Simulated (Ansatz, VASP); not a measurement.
## BAs in VASP and in Ansatz

INCAR

```
SYSTEM = BAs
PREC     = Accurate       ! precision mode
ENCUT    = 520            ! plane-wave cutoff, eV
EDIFF    = 1E-6           ! SCF threshold, eV
ISMEAR   = -1             ! smearing method
SIGMA    = 0.2            ! smearing width, eV
LREAL    = .FALSE.        ! projectors in reciprocal space
LASPH    = .TRUE.         ! aspherical terms in the spheres
NELM     = 80             ! most SCF steps
ALGO     = Normal         ! electronic algorithm
ISIF     = 2              ! what is computed and relaxed
LWAVE    = .FALSE.        ! write WAVECAR
LCHARG   = .FALSE.        ! write CHGCAR
GGA      = CA             ! functional
NBANDS   = 11             ! bands
```

Contents of KPOINTS:

```
regular mesh
0
G
  12 12 12
  0 0 0
```

Contents of POSCAR:

```
BAs
1.0
    0.0000000000      2.3499690686      2.4674675221
    2.3499690686      0.0000000000      2.4674675221
    2.3499690686      2.3499690686      0.0000000000
B As
1 1
Direct
    0.0000000000      0.0000000000      0.0000000000
    0.7500000000      0.7500000000      0.7500000000
```

Input for Ansatz:

```yaml
crystal:
  lattice:
    - [0.0, 2.3499690686, 2.4674675221]
    - [2.3499690686, 0.0, 2.4674675221]
    - [2.3499690686, 2.3499690686, 0.0]
  atoms:
    - { symbol: B, position: [0.0, 0.0, 0.0] }
    - { symbol: As, position: [0.75, 0.75, 0.75] }
basis:
  ecutwfc: 420
kpoints:
  mp_grid: { grid: [12, 12, 12] }
hamiltonian:
  xc: lda
scf:
  occupations: { method: fermi_dirac, width: 0.2 }
output:
  forces: true
  stress: true
  eigenvalues: true
```

Alike in both runs: task single point; functional LDA; k mesh 12 × 12 × 12; occupations fermi-dirac, width 0.2 eV; no spin polarisation.

|  | VASP | Ansatz |
| --- | --- | --- |
| version | VASP 6.6.1 | Ansatz 0.2.0 |
| potentials or method | VASP PAW LDA potentials, release 64 (B, As), cutoff 520 eV | scalar-relativistic, plane waves, PAW |
| valence electrons in the cell | 8 | 18 |

VASP gave:

* gap on the k mesh at the Fermi level (eV): 0.76
* least direct gap on the mesh (eV): 3.00
* pressure (GPa): -3.1
* traceless stress, the component that is largest in VASP (GPa): -7.15

Q: Estimate Ansatz's values.

A: gap on the k mesh at the Fermi level (eV): 0.77; least direct gap on the mesh (eV): 3.00; pressure (GPa): -3.9; traceless stress, the component that is largest in VASP (GPa): -7.19.

LDA's correlation is that of Perdew and Zunger in VASP and of Perdew and Wang (1992) in Ansatz. VASP's potentials hold 8 valence electrons a cell and Ansatz's 18, so a difference there can come from the potentials and not from the codes.
